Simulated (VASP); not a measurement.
# FeO (Fm-3m) in VASP: further runs, part 2 of 2

VASP 6.6.1.

### Step 3. Relaxation of cell and atoms, b88 exchange, pbe correlation, collinear spin, ferromagnetic start

This run uses another cell than the first one, of 10.01 Å³/atom.

INCAR

```
ALGO = Normal
EDIFF = 1E-7
EDIFFG = -0.01
ENCUT = 600
GGA = LIBXC
GGA_COMPAT = False
IBRION = 2
ISIF = 3
ISMEAR = -1
ISPIN = 2
LASPH = True
LCHARG = False
LIBXC1 = GGA_X_B88
LIBXC2 = GGA_C_PBE
LMAXMIX = 4
LORBIT = 11
LREAL = False
LWAVE = False
MAGMOM = 3 0
NELM = 200
NELMIN = 4
NSW = 60
PREC = Accurate
SIGMA = 0.05
```

KPOINTS

```
k-points
0
Gamma
  11 11 11
```

POSCAR

```
FeO
1.0
    0.0000000000      2.1554000000      2.1554000000
    2.1554000000      0.0000000000      2.1554000000
    2.1554000000      2.1554000000      0.0000000000
Fe O
1 1
Direct
    0.0000000000      0.0000000000      0.0000000000
    0.5000000000      0.5000000000      0.5000000000
```

Potentials or basis: VASP PAW PBE potentials, release 64 (Fe, O).

Run with:

```bash
> cat potpaw_PBE.64/Fe/POTCAR potpaw_PBE.64/O/POTCAR > POTCAR
> mpirun -np 1 vasp_std > vasp.out
```

OUTCAR:

```text
EDIFF = 1E-7
   EDIFFG = -0.01
   ENCUT = 600
   GGA = LIBXC
   IBRION = 2
   ISIF = 3
   ISMEAR = -1
   ISPIN = 2
   LASPH = True
   LORBIT = 11
   LREAL = False
   NELM = 200
   NELMIN = 4
   NSW = 60
   PREC = Accurate

 ion  position               nearest neighbor table
   1  0.000  0.000  0.000-   2 2.16   2 2.16   2 2.16   2 2.16   2 2.16   2 2.16
   2  0.500  0.500  0.500-   1 2.16   1 2.16   1 2.16   1 2.16   1 2.16   1 2.16

  LATTYP: Found a face centered cubic cell.
 ALAT       =     4.3108000000

  Lattice vectors:

 A1 = (   0.0000000000,   2.1554000000,   2.1554000000)
 A2 = (   2.1554000000,   0.0000000000,   2.1554000000)
 A3 = (   2.1554000000,   2.1554000000,   0.0000000000)

Analysis of symmetry for initial positions (statically):
=====================================================================
 Subroutine PRICEL returns:
 Original cell was already a primitive cell.

 Routine SETGRP: Setting up the symmetry group for a
 face centered cubic supercell.

 Subroutine GETGRP returns: Found 48 space group operations
 (whereof 48 operations were pure point group operations)
 out of a pool of 48 trial point group operations.

The static configuration has the point symmetry O_h .

Analysis of symmetry for dynamics (positions and initial velocities):
=====================================================================
 Subroutine PRICEL returns:
 Original cell was already a primitive cell.

 Routine SETGRP: Setting up the symmetry group for a
 face centered cubic supercell.

 Subroutine GETGRP returns: Found 48 space group operations
 (whereof 48 operations were pure point group operations)
 out of a pool of 48 trial point group operations.

The dynamic configuration has the point symmetry O_h .

Analysis of structural, dynamic, and magnetic symmetry:
=====================================================================
 Subroutine PRICEL returns:
 Original cell was already a primitive cell.

 Routine SETGRP: Setting up the symmetry group for a
 face centered cubic supercell.

 Subroutine GETGRP returns: Found 48 space group operations
 (whereof 48 operations were pure point group operations)
 out of a pool of 48 trial point group operations.

[... 151 lines left out ...]

  FORCE on cell =-STRESS in cart. coord.  units (eV):
  Direction    XX          YY          ZZ          XY          YZ          ZX
  --------------------------------------------------------------------------------------
  -------------------------------------------------------------------------------------
  Total       -0.0740651     -0.0740651     -0.0740651     -0.0000000      0.0000000     -0.0000000
  in kB       -5.9253035     -5.9253035     -5.9253035     -0.0000000      0.0000000     -0.0000000
  external PRESSURE =      -5.9253035 kB  Pullay stress =       0.0000000 kB
[... 59 lines left out ...]
--------------------------------------- Ionic step        3  -------------------------------------------

 number of electron      13.9999998 magnetization       4.0000538

 Free energy of the ion-electron system (eV)
  ---------------------------------------------------
  ext. energy  EPLUGINS =         0.00000000
  ---------------------------------------------------
  free energy    TOTEN  =       -14.69423767 eV

  energy without entropy =      -14.68230644  energy(sigma->0) =      -14.68827205

 E-fermi :   6.1678     XC(G=0): -12.2186

 val. band max:        6.1650356790   @ k =  -0.2727   0.3636   0.0909
 cond. band min:       6.1703795305   @ k =  -0.3636   0.2727   0.0909
 fundamental gap:      0.0053438515
 Fermi energy:         6.1678295862

 spin component 1

 k-point     1 :       0.0000    0.0000    0.0000
  band No.  band energies     occupation
      1     -14.5653      1.00000
      2       2.2954      1.00000
      3       2.2954      1.00000
      4       2.2954      1.00000
      5       2.3677      1.00000
      6       2.3677      1.00000
      7       2.3677      1.00000
      8       2.4892      1.00000
      9       2.4892      1.00000
     10       6.2967      0.07063
     11      21.6993      0.00000
     12      23.2515      0.00000
     13      23.2515      0.00000
[... 356 lines left out ...]
      2      -1.1007      1.00000
      3      -0.0278      1.00000
      4       0.4736      1.00000
      5       2.6478      1.00000
      6       2.9257      1.00000
      7       3.5222      1.00000
      8       3.5753      1.00000
      9       5.4462      1.00000
     10       9.9401      0.00000
     11      16.7713      0.00000
     12      17.9941      0.00000
     13      21.1576      0.00000

 [... further k-points ...]

 spin component 2

 k-point     1 :       0.0000    0.0000    0.0000
  band No.  band energies     occupation
      1     -14.0285      1.00000
      2       2.9311      1.00000
      3       2.9311      1.00000
      4       2.9311      1.00000
      5       5.4338      1.00000
      6       5.4340      1.00000
      7       5.4340      1.00000
      8       6.3720      0.01658
      9       6.3723      0.01648
     10       7.1402      0.00000
     11      21.6976      0.00000
     12      24.1440      0.00000
     13      24.1440      0.00000
[... 397 lines left out ...]
  FREE ENERGIE OF THE ION-ELECTRON SYSTEM (eV)
  ---------------------------------------------------
  free  energy   TOTEN  =       -14.6942376711 eV

  energy  without entropy=      -14.6823064358  energy(sigma->0) =      -14.68827205

 reached required accuracy - stopping structural energy minimisation

 total charge

# of ion       s       p       d       tot
------------------------------------------
    1        0.287   0.360   6.090   6.737
    2        1.550   3.443   0.000   4.993
--------------------------------------------------
tot          1.838   3.803   6.090  11.730

 magnetization (x)

# of ion       s       p       d       tot
------------------------------------------
    1        0.027   0.021   3.570   3.619
    2        0.030   0.271   0.000   0.301
--------------------------------------------------
tot          0.057   0.292   3.570   3.919
```

It took 70 s on 1 thread of Intel Xeon Platinum 8488C (Sapphire Rapids), shared host; peak memory 0.17 GiB.

Results:

```yaml
Free_energy: -14.6942 eV
Relaxed_volume: 9.98 Å³/atom
Relaxed_cell: a = 3.045 Å, b = 3.045 Å, c = 3.045 Å, α = 60.00°, β = 60.00°, γ = 60.00°
Space_group_after_relaxing_to_0.1_Å: Fm-3m (No. 225)
Energy_gained_by_relaxing: 0.1 meV/atom
Ionic_steps: 3
Pressure_after_relaxing: 0.0 GPa
Band_gap_on_the_k_mesh: zero (filled and empty bands overlap)
Net_moment: 4.00 μB per cell
Site_moments: Fe +3.62; O +0.30 μB
Valence_electrons_inside_the_program's_atomic_spheres: Fe 6.74; O 4.99
```

Step by step:
| step | energy change (eV) | largest force (eV/Å) | pressure (GPa) | volume (Å³) |
| --- | --- | --- | --- | --- |
| 1 | 0.0000 | 0.0000 | -0.59 | 20.03 |
| 2 | -0.0001 | 0.0000 | 0.37 | 19.92 |
| 3 | -0.0001 | 0.0000 | 0.02 | 19.96 |

Final structure:
```cif
data_structure
_symmetry_space_group_name_H-M 'P 1'
_symmetry_Int_Tables_number 1
_cell_length_a 3.0447
_cell_length_b 3.0447
_cell_length_c 3.0447
_cell_angle_alpha 60.000
_cell_angle_beta 60.000
_cell_angle_gamma 60.000
_cell_volume 19.96
loop_
_atom_site_label
_atom_site_type_symbol
_atom_site_fract_x
_atom_site_fract_y
_atom_site_fract_z
_atom_site_occupancy
Fe1 Fe 0.00000 0.00000 0.00000 1
O1 O 0.50000 0.50000 0.50000 1
```

Caveat: the PAW data sets were made with another functional, which shifts forces and pressure a little; a cell with one magnetic atom can't hold antiferromagnetic order, which such compounds often take; semilocal functionals often make such compounds metallic where correlation or magnetic order opens a gap, which also shifts bond lengths.

### Step 4. Single point, PBEsol+D3(BJ), collinear spin, ferromagnetic start

This run uses another cell than the first one, of 9.43 Å³/atom.

INCAR

```
  PREC = Accurate
  ENCUT = 520
  EDIFF = 1E-6
  ISMEAR = -1
  SIGMA = 0.05
  LREAL = False
  LASPH = True
  NELM = 150
  ALGO = Normal
  ISIF = 2
  LWAVE = False
  LCHARG = False
  ISPIN = 2
  MAGMOM = 3 0
  LORBIT = 11
  LMAXMIX = 4
  GGA = PS
  IVDW = 12
  NBANDS = 18
```

KPOINTS

```
regular mesh
0
Gamma
  11 11 11
```

POSCAR

```
FeO
1.0
    0.0000000000      2.1128598399      2.1128598399
    2.1128598399      0.0000000000      2.1128598399
    2.1128598399      2.1128598399      0.0000000000
Fe O
1 1
Direct
    0.0000000000      0.0000000000      0.0000000000
    0.5000000000      0.5000000000      0.5000000000
```

Run with:

```bash
> cat potpaw_PBE.64/Fe/POTCAR potpaw_PBE.64/O/POTCAR > POTCAR
> mpirun -np 1 vasp_std > vasp.out
```

Run time: 14 s. Hardware: 1 thread of Intel Xeon 6975P-C (Granite Rapids), shared host; peak memory 0.18 GiB.

Results (log left out):

```yaml
Free_energy: -16.2172 eV
Pressure: 0.5 GPa
Band_gap_on_the_k_mesh: zero (filled and empty bands overlap)
Net_moment: 4.00 μB per cell
Site_moments: Fe +3.60; O +0.32 μB
Valence_electrons_inside_the_program's_atomic_spheres: Fe 6.85; O 5.00
Dispersion_energy_per_atom: -0.178 eV
```

Levels at points of the mesh, in eV from the Fermi level:
Spin up:
```csv
k point,band 6,band 7,band 8,band 9,band 10,band 11,band 12,band 13
"(0.00, 0.00, 0.00)",-3.94,-3.94,-3.67,-3.67,0.35,15.45,17.38,17.38
```
Spin down:
```csv
k point,band 3,band 4,band 5,band 6,band 7,band 8
"(0.00, 0.00, 0.00)",-3.42,-3.42,-0.83,-0.83,-0.83,0.09
```

Caveat: the PAW data sets were made with another functional, which shifts forces and pressure a little; a cell with one magnetic atom can't hold antiferromagnetic order, which such compounds often take; semilocal functionals often make such compounds metallic where correlation or magnetic order opens a gap, which also shifts bond lengths.

### Step 5. Single point, PBE+D3(BJ), collinear spin, ferromagnetic start

This run uses another cell than the first one, of 9.83 Å³/atom.

INCAR

```
SYSTEM = FeO
PREC = Accurate ; ENCUT = 520
EDIFF = 1E-6 ; ISMEAR = -1
SIGMA = 0.05 ; LREAL = .FALSE.
LASPH = .TRUE. ; NELM = 150
ALGO = Normal ; ISIF = 2
LWAVE = .FALSE. ; LCHARG = .FALSE.
ISPIN = 2 ; MAGMOM = 3 0
LORBIT = 11 ; LMAXMIX = 4
GGA = PE ; IVDW = 12
NBANDS = 18
```

KPOINTS

```
regular mesh
0
G
  11 11 11
  0 0 0
```

POSCAR

```
FeO
1.0
    0.0000000000      2.1418732419      2.1418732419
    2.1418732419      0.0000000000      2.1418732419
    2.1418732419      2.1418732419      0.0000000000
Fe O
1 1
Direct
    0.0000000000      0.0000000000      0.0000000000
    0.5000000000      0.5000000000      0.5000000000
```

Potentials or basis: VASP PAW PBE potentials, release 64 (Fe, O).

Run with:

```bash
> cat potpaw_PBE.64/Fe/POTCAR potpaw_PBE.64/O/POTCAR > POTCAR
> mpirun -np 1 vasp_std > vasp.out
```

OUTCAR:

```text
SYSTEM = FeO
   PREC = Accurate
   ENCUT = 520
   EDIFF = 1E-6
   ISMEAR = -1
   LREAL = .FALSE.
   LASPH = .TRUE.
   NELM = 150
   ISIF = 2
   ISPIN = 2
   LORBIT = 11
   GGA = PE
   IVDW = 12
 IVDW          = 12

 ion  position               nearest neighbor table
   1  0.000  0.000  0.000-   2 2.14   2 2.14   2 2.14   2 2.14   2 2.14   2 2.14
   2  0.500  0.500  0.500-   1 2.14   1 2.14   1 2.14   1 2.14   1 2.14   1 2.14

  LATTYP: Found a face centered cubic cell.
 ALAT       =     4.2837464838

  Lattice vectors:

 A1 = (   0.0000000000,   2.1418732419,   2.1418732419)
 A2 = (   2.1418732419,   0.0000000000,   2.1418732419)
[... 1225 lines left out ...]

 VOLUME and BASIS-vectors are now :
 -----------------------------------------------------------------------------
  energy-cutoff  :      520.00
  volume of cell :       19.65
      direct lattice vectors                 reciprocal lattice vectors
     0.000000000  2.141873242  2.141873242    -0.233440518  0.233440518  0.233440518
     2.141873242  0.000000000  2.141873242     0.233440518 -0.233440518  0.233440518
     2.141873242  2.141873242  0.000000000     0.233440518  0.233440518 -0.233440518

 POSITION                                       TOTAL-FORCE (eV/Angst)
 -----------------------------------------------------------------------------------
      0.00000      0.00000      0.00000        -0.000000     -0.000000     -0.000000
      2.14187      2.14187      2.14187         0.000000      0.000000      0.000000
 -----------------------------------------------------------------------------------
    total drift:                                0.000000     -0.000000      0.000000

  FREE ENERGIE OF THE ION-ELECTRON SYSTEM (eV)
  ---------------------------------------------------
  free  energy   TOTEN  =       -15.3374091249 eV

  energy  without entropy=      -15.3258586790  energy(sigma->0) =      -15.33163390

 total charge

# of ion       s       p       d       tot
------------------------------------------
    1        0.293   0.371   6.099   6.763
    2        1.556   3.448   0.000   5.004
--------------------------------------------------
tot          1.849   3.819   6.099  11.767

 magnetization (x)

# of ion       s       p       d       tot
------------------------------------------
    1        0.027   0.022   3.567   3.615
    2        0.031   0.275   0.000   0.305
--------------------------------------------------
tot          0.058   0.296   3.567   3.921
```

It took 15 s on 1 thread of Intel Xeon 6975P-C (Granite Rapids), shared host; peak memory 0.17 GiB.

Results:

```
Free energy                                           : -15.3374 eV
Pressure                                              : 0.1 GPa
Band gap on the k mesh                                : zero (filled and empty bands overlap)
Net moment                                            : 4.00 μB per cell
Site moments                                          : Fe +3.62; O +0.30 μB
Valence electrons inside the program's atomic spheres : Fe 6.76; O 5.00
Dispersion energy per atom                            : -0.203 eV
```

Caveat: a cell with one magnetic atom can't hold antiferromagnetic order, which such compounds often take; semilocal functionals often make such compounds metallic where correlation or magnetic order opens a gap, which also shifts bond lengths.

### Step 6. Overview

```tsv
task	level	cell	cutoff (eV)	gap on the mesh (eV)	pressure (GPa)	moment (μB)
single point	b88 exchange, pbe correlation	a = 3.045 Å, angles 60.0°, 2 atoms	600	none	-0.2	4.00
relaxation of cell and atoms	b88 exchange, pbe correlation	relaxed from a = 3.048 Å, angles 60.0°, 2 atoms	600	none	0.0	4.00
single point	PBEsol+D3(BJ)	a = 2.988 Å, angles 60.0°, 2 atoms	520	none	0.5	4.00
single point	PBE+D3(BJ)	a = 3.029 Å, angles 60.0°, 2 atoms	520	none	0.1	4.00
```

Alike in all rows: potentials or basis VASP PAW PBE potentials, release 64 (Fe, O); spin collinear, ferromagnetic start; k mesh 11 × 11 × 11; smearing fermi-dirac 0.05 eV.

Caveats: a cell with one magnetic atom can't hold antiferromagnetic order, which such compounds often take; semilocal functionals often make such compounds metallic where correlation or magnetic order opens a gap, which also shifts bond lengths; the PAW data sets were made with another functional, which shifts forces and pressure a little (at least some runs).

Total energies depend on the potentials used, so only differences within one code and one set of settings carry meaning.

### Step 7. How close it comes

Step 2. Measured gap of FeO: 2.4 eV (optical; quoted in “W\"ustite: Electric, thermodynamic and optical properties of FeO”, 2012, arxiv:1203.1201). This calculation gives 0.00 eV (-2.40 eV). So large a miss can be the level of theory's own, or it may mean another phase, state or a wrong row. The value is that of b88 exchange, pbe correlation on a finite k mesh, which can miss the band edges, without temperature or zero-point motion. The run's magnetic order (collinear spin, ferromagnetic start) needn't be the measured crystal's.

Step 4. Measured gap of FeO: 2.4 eV (optical; quoted in “W\"ustite: Electric, thermodynamic and optical properties of FeO”, 2012, arxiv:1203.1201). This calculation gives 0.00 eV (-2.40 eV). So large a miss can be the level of theory's own, or it may mean another phase, state or a wrong row. The value is that of PBEsol+D3(BJ) on a finite k mesh, which can miss the band edges, without temperature or zero-point motion. Semilocal functionals fall short of measured gaps as a rule. The run's magnetic order (collinear spin, ferromagnetic start) needn't be the measured crystal's.

Step 5. Against the measured gap of FeO, 2.4 eV (optical; quoted in “W\"ustite: Electric, thermodynamic and optical properties of FeO”, 2012, arxiv:1203.1201), the calculated 0.00 eV is off by -2.40 eV. So large a miss can be the level of theory's own, or it may mean another phase, state or a wrong row. The value is that of PBE+D3(BJ) on a finite k mesh, which can miss the band edges, without temperature or zero-point motion. Semilocal functionals fall short of measured gaps as a rule. The run's magnetic order (collinear spin, ferromagnetic start) needn't be the measured crystal's.
